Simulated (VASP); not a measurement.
MnBe3, 4 atoms in the cell. Symmetry: Pm-3m, No. 221, cubic system. Conventional cell: a = 3.252 Å, b = 3.252 Å, c = 3.252 Å, α = 90.00°, β = 90.00°, γ = 90.00°. Within 3.0 Å of Be (site symmetry 4/mmm) lie 8 Be at 2.30 Å and 4 Mn at 2.30 Å. Mn (site symmetry m-3m) has 12 Be at 2.30 Å within 3.0 Å. 

```yaml
Program: VASP 6.6.1
Task: single point
Functional: LDA
Potentials_or_basis: VASP PAW LDA potentials, release 64 (Be, Mn_pv)
Cutoff: 520 eV
k_mesh: 7 × 7 × 7
Occupations: fermi-dirac, width 0.1 eV
Spin: collinear spin, ferromagnetic start
Starting_moments: "[0.0, 0.0, 0.0, 4.0] μB"
Dipole_correction: no
Further_INCAR_settings: ALGO = Normal; EDIFF = 1e-06; NBANDS = 22
```

Potentials or basis: VASP PAW LDA potentials, release 64 (Be, Mn_pv).

Run with:

```bash
$ cat potpaw_LDA.64/Be/POTCAR potpaw_LDA.64/Mn_pv/POTCAR > POTCAR
$ mpirun -np 1 vasp_std > vasp.out
```

Hardware: 1 thread of Intel(R) Xeon(R) Platinum 8488C (Sapphire Rapids) (shared host).

Estimate the wall time of this run.

Wall time 11 s on 1 thread of Intel(R) Xeon(R) Platinum 8488C (Sapphire Rapids), with other jobs on the host, peak memory 0.14 GiB. Counts: scf iterations 14, k points 20.
